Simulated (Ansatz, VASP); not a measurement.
**AlNi3: VASP beside Ansatz**

```
Al Ni
1.0
     2.62048    0.00000    0.00000
    -1.31024    2.26941    0.00000
     0.00000    0.00000    7.84696
Al Ni
1 3
Direct
  0.66667 0.33333 0.50000
  0.33333 0.66667 0.74476
  0.33333 0.66667 0.25524
  0.66667 0.33333 0.00000
```

Alike in both runs: functional PBE; k mesh 24 × 24 × 6; occupations gaussian, width 0.1 eV; collinear spin.

Ansatz relaxed the structure, and its values are those at the end. VASP's run is a single point on that final structure, the one shown.

|  | VASP | Ansatz |
| --- | --- | --- |
| version | VASP 6.6.1 | Ansatz 0.2.0 |
| potentials or method | VASP PAW PBE potentials, release 64 (Al, Ni), cutoff 520 eV | scalar-relativistic, plane waves, PAW |
| valence electrons in the cell | 33 | 57 |

|  | VASP | Ansatz | Ansatz less VASP |
| --- | --- | --- | --- |
| gap on the k mesh at the Fermi level (eV) | none | none | - |
| pressure (GPa) | 0.2 | 0.0 | -0.13 |
| rms of the force components (eV/Å) | 0.005 | 0.001 | -0.0044 |
| net moment per atom (μB) | 0.11 | 0.12 | +0.016 |
| size of the moment on the site where the two differ most (μB) | 0.34 | 0.39 | +0.050 |

Site moments also hang on the region over which each program counts them. A gap of «none» marks a metal or a gap that the smearing closes. VASP's potentials hold 33 valence electrons a cell and Ansatz's 57, so a difference there can come from the potentials and not from the codes.
